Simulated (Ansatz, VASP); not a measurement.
# Two plane-wave programs on Sb

```
CELL_PARAMETERS angstrom
3.01800 0.00000 0.00000
0.00000 3.01800 0.00000
0.00000 0.00000 3.01800
ATOMIC_POSITIONS crystal
Sb 0.00000 0.00000 0.00000
```

Alike in both runs: task single point; functional PBEsol; k mesh 12 × 12 × 12; occupations fermi-dirac, width 0.1 eV; no spin polarisation.

```csv
,VASP,Ansatz
version,VASP 6.6.1,Ansatz 0.2.0
potentials or method,"VASP PAW PBE potentials, release 64 (Sb), cutoff 520 eV","plane waves (420 eV) with PAW, scalar-relativistic"
valence electrons in the cell,5,15
```

Ansatz gave:

```
pressure (GPa) : 2.9
```

Task: Which values does VASP return?

Result: Pressure (GPa): 3.1.

VASP's potentials were made for PBE, not for PBEsol, and Ansatz warns of the same on its side. VASP's potentials hold 5 valence electrons a cell and Ansatz's 15, so a difference there can come from the potentials and not from the codes.

Spin-orbit coupling is off throughout.
